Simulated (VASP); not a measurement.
# SnRu: relaxation of cell and atoms with PBE

Crystal: SnRu.

```
Sn Ru
1.0
     3.24727    0.00000    0.00000
    -1.62364    2.81222    0.00000
     0.00000    0.00000    3.93385
Sn Ru
1 1
Cartesian
  1.6236 0.9374 1.9669
  0.0000 1.8748 0.0000
```

```json
{"Program": "VASP 6.6.1", "Task": "relaxation of cell and atoms", "Functional": "PBE", "Potentials or basis": "VASP PAW PBE potentials, release 64 (Sn_d, Ru_pv)", "Cutoff": "600 eV", "k mesh": "18 × 18 × 14", "Occupations": "gaussian, width 0.1 eV", "Spin": "no spin polarisation", "Dipole correction": "no", "Further INCAR settings": "ALGO = Fast; EDIFF = 1e-07; IBRION = 2; EDIFFG = -0.01; NSW = 100; ISIF = 3"}
```

The relaxed volume is 17.94 Å³/atom, the relaxed cell is a = 3.216 Å, b = 3.216 Å, c = 4.006 Å, α = 90.00°, β = 90.00°, γ = 120.00° and the space group after relaxing (to 0.05 Å) is P-6m2 (No. 187). The energy gained by relaxing is 3.3 meV/atom and the ionic steps are 9. The pressure after relaxing is 0.0 GPa and the band gap on the k mesh is zero (band 14 reaches 11.66 eV, above the bottom of band 15 at 9.86 eV).

The path:
| step | energy change (eV) | largest force (eV/Å) | pressure (GPa) | volume (Å³) |
| --- | --- | --- | --- | --- |
| 1 | 0.0000 | 0.0000 | 0.84 | 35.92 |
| 2 | -0.0030 | 0.0000 | -1.85 | 36.41 |
| 3 | -0.0036 | 0.0000 | -1.07 | 36.27 |
| 4 | -0.0066 | 0.0000 | -0.15 | 35.92 |
| 5 | -0.0066 | 0.0000 | -0.12 | 35.90 |
| 6 | -0.0066 | 0.0000 | -0.01 | 35.86 |
| 7 | -0.0066 | 0.0000 | -0.09 | 35.89 |
| 8 | -0.0066 | 0.0000 | 0.10 | 35.86 |
| 9 | -0.0066 | 0.0000 | 0.01 | 35.88 |

Final structure:
```yaml
crystal:
  lattice:
    - [3.21573, 0.00000, 0.00000]
    - [-1.60786, 2.78490, 0.00000]
    - [0.00000, 0.00000, 4.00595]
  atoms:
    - { symbol: Sn, position: [0.66667, 0.33333, 0.50000] }
    - { symbol: Ru, position: [0.33333, 0.66667, 0.00000] }
```

Levels at points of the mesh, in eV from the Fermi level:
| k point | band 12 | band 13 | band 14 | band 15 | band 16 | band 17 |
| --- | --- | --- | --- | --- | --- | --- |
| (0.00, 0.00, 0.00) | -1.88 | -1.06 | -0.80 | -0.80 | 5.29 | 8.43 |
| (0.50, 0.00, 0.00) | -2.88 | -1.05 | 0.27 | 1.46 | 3.22 | 5.09 |
| (0.00, 0.00, 0.50) | -1.58 | -1.58 | -1.11 | -1.11 | 8.32 | 8.32 |
| (0.50, 0.00, 0.50) | -2.16 | -1.25 | -0.56 | 0.32 | 2.00 | 3.80 |

Wall time 11 min on 1 thread of Intel(R) Xeon(R) 6975P-C (Granite Rapids) (shared host), peak memory 0.38 GiB.

Caveat: spin-orbit coupling is left out, which moves the levels of the heavy elements.
